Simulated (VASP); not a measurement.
HfN:

```xyz
2
Lattice="0.0000 2.5030 2.5030 2.5030 0.0000 2.5030 2.5030 2.5030 0.0000" Properties=species:S:1:pos:R:3 pbc="T T T"
Hf    0.0000    0.0000    0.0000
N     1.2515    1.2515    1.2515
```

Base run:

```yaml
Program: VASP 6.6.1
Functional: PBE
Potentials_or_basis: VASP PAW PBE potentials, release 64 (Hf_pv, N)
Cutoff: 520 eV
k_mesh: 9 × 9 × 9
Occupations: fermi-dirac, width 0.05 eV
Spin: no spin polarisation
```

Its results: pressure -10.3 GPa.

Problem. The run is repeated on the same cell with these changes: functional from PBE to PBEsol. What comes out?

Solution. Pressure -15.3 GPa.

PBEsol binds more tightly than PBE, so the same cell stands under less pressure.

Caveats: the PAW data sets were made with another functional, which shifts forces and pressure a little (some runs).
